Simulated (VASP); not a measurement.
Wanted: the native input for a VASP 6.6.1 run.

```
Task                   : single point
Functional             : r2SCAN
Dispersion             : D3(BJ)
Potentials or basis    : VASP PAW PBE potentials, release 64 (Si, C)
Cutoff                 : 520 eV
k mesh                 : 10 × 10 × 2
Occupations            : fermi-dirac, width 0.05 eV
Spin                   : no spin polarisation
Dipole correction      : no
Further INCAR settings : ALGO = Normal; EDIFF = 1e-06; NBANDS = 36
```

Crystal: SiC.

```
Si C
1.0
     3.05317    0.00000    0.00000
    -1.52659    2.64412    0.00000
     0.00000    0.00000   14.96497
Si C
6 6
Cartesian
  1.5266 0.8814 6.8584
  0.0000 1.7627 14.3409
  1.5266 0.8814 11.8478
  0.0000 1.7627 4.3653
  0.0000 0.0000 9.3531
  0.0000 0.0000 1.8706
  1.5266 0.8814 4.9878
  0.0000 1.7627 12.4703
  1.5266 0.8814 9.9771
  0.0000 1.7627 2.4947
  0.0000 0.0000 7.4825
  0.0000 0.0000 0.0000
```

One way to write it, as run:

POSCAR

```
SiC
1.0
    3.0531705480      0.0000000000      0.0000000000
   -1.5265852740      2.6441232567      0.0000000000
    0.0000000000      0.0000000000     14.9649748670
Si C
6 6
Direct
    0.6666666667      0.3333333333      0.4583000000
    0.3333333333      0.6666666667      0.9583000000
    0.6666666667      0.3333333333      0.7917000000
    0.3333333333      0.6666666667      0.2917000000
    0.0000000000      0.0000000000      0.6250000000
    0.0000000000      0.0000000000      0.1250000000
    0.6666666667      0.3333333333      0.3333000000
    0.3333333333      0.6666666667      0.8333000000
    0.6666666667      0.3333333333      0.6667000000
    0.3333333333      0.6666666667      0.1667000000
    0.0000000000      0.0000000000      0.5000000000
    0.0000000000      0.0000000000      0.0000000000
```

INCAR.step1

```
SYSTEM = SiC
  PREC = Accurate
  ENCUT = 520
  ISMEAR = -1
  SIGMA = 0.05
  LREAL = .FALSE.
  LASPH = .TRUE.
  NELM = 60
  NBANDS = 36
  GGA = PE
  ALGO = Normal
  EDIFF = 1E-4
  LWAVE = .TRUE.
  LCHARG = .FALSE.
```

INCAR.step2

```
SYSTEM = SiC
  PREC = Accurate
  ENCUT = 520
  EDIFF = 1E-6
  ISMEAR = -1
  SIGMA = 0.05
  LREAL = .FALSE.
  LASPH = .TRUE.
  NELM = 60
  ALGO = Normal
  ISIF = 2
  LWAVE = .FALSE.
  LCHARG = .TRUE.
  METAGGA = R2SCAN
  LMIXTAU = .TRUE.
  IVDW = 12
  VDW_S6 = 1.0
  VDW_S8 = 0.78981345
  VDW_A1 = 0.49484001
  VDW_A2 = 5.73083694
  LELF = .TRUE.
  LVHAR = .TRUE.
  NBANDS = 36
  ISTART = 1
```

KPOINTS

```
Automatic mesh
0
G
  10 10 2
  0 0 0
```

Potentials or basis: VASP PAW PBE potentials, release 64 (Si, C).

The run is started by

```console
$ cat potpaw_PBE.64/Si/POTCAR potpaw_PBE.64/C/POTCAR > POTCAR
$ cp INCAR.step1 INCAR
$ mpirun -np 1 vasp_std > vasp.out
$ cp INCAR.step2 INCAR
$ mpirun -np 1 vasp_std > vasp.out
```

Results of the run:

- Pressure: 3.7 GPa
- Largest force: 0.157 eV/Å
- Band gap on the k mesh: 2.39 eV (least direct gap 3.55 eV)
- Dispersion energy per atom: -0.145 eV

Caveat: the cell stands under pressure; the PAW data sets were made with another functional, which shifts forces and pressure a little.

Wall time 17 min on 1 thread of Intel Xeon 8259CL, with other jobs on the host, peak memory 0.27 GiB.
